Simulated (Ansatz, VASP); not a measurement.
# Two plane-wave programs on VSi

INCAR

```
SYSTEM = VSi
PREC = Accurate
ENCUT = 400
EDIFF = 1E-8
ISMEAR = -1
SIGMA = 0.05
LREAL = .FALSE.
LASPH = .TRUE.
NELM = 200
ALGO = Normal
ISIF = 2
LWAVE = .FALSE.
LCHARG = .FALSE.
ISPIN = 2
MAGMOM = 1.5 0
LORBIT = 11
LMAXMIX = 4
GGA = PE
LEFG = .TRUE.
NBANDS = 20
GGA_COMPAT = .FALSE.
```

File KPOINTS:

```
regular mesh
0
G
  11 11 11
  0 0 0
```

Contents of POSCAR:

```
VSi
1.0
    0.0000000000      2.7366401553      2.7366401553
    2.7366401553      0.0000000000      2.7366401553
    2.7366401553      2.7366401553      0.0000000000
V Si
1 1
Direct
    0.0000000000      0.0000000000      0.0000000000
    0.2500000000      0.2500000000      0.2500000000
```

Input for Ansatz:

```yaml
crystal:
  lattice:
    - [0.0, 2.7366401553, 2.7366401553]
    - [2.7366401553, 0.0, 2.7366401553]
    - [2.7366401553, 2.7366401553, 0.0]
  atoms:
    - { symbol: V, position: [0.0, 0.0, 0.0], spin: 1.5 }
    - { symbol: Si, position: [0.25, 0.25, 0.25] }
magnetization:
  spin_polarized: true
kpoints:
  mp_grid: { grid: [11, 11, 11] }
scf:
  occupations: { method: fermi_dirac, width: 0.05 }
hamiltonian:
  xc: pbe
  pseudopotentials: { kind: paw }
output:
  forces: true
  stress: true
  eigenvalues: true
  efg: { contact_densities: true }
```

Change from the starting cell: volume scaled by 0.97, PAW files.

Alike in both runs: task electric field gradients; functional PBE; k mesh 11 × 11 × 11; occupations fermi-dirac, width 0.05 eV; collinear spin.

```csv
,VASP,Ansatz
version,VASP 6.6.1,Ansatz 0.2.0
potentials or method,"VASP PAW PBE potentials, release 64 (V_sv, Si)","PAW with Ansatz's default frozen-core files, scalar-relativistic"
plane-wave cutoff (eV),400,420
valence electrons in the cell,17,17
```

|  | VASP | Ansatz | Ansatz less VASP |
| --- | --- | --- | --- |
| pressure (GPa) | 1.9 | 2.3 | +0.43 |
| net moment per atom (μB) | 0.22 | 0.22 | -0.001 |
| size of the moment on the site where the two differ most (μB) | 0.43 | 0.38 | -0.043 |

Site moments also hang on the region over which each program counts them.
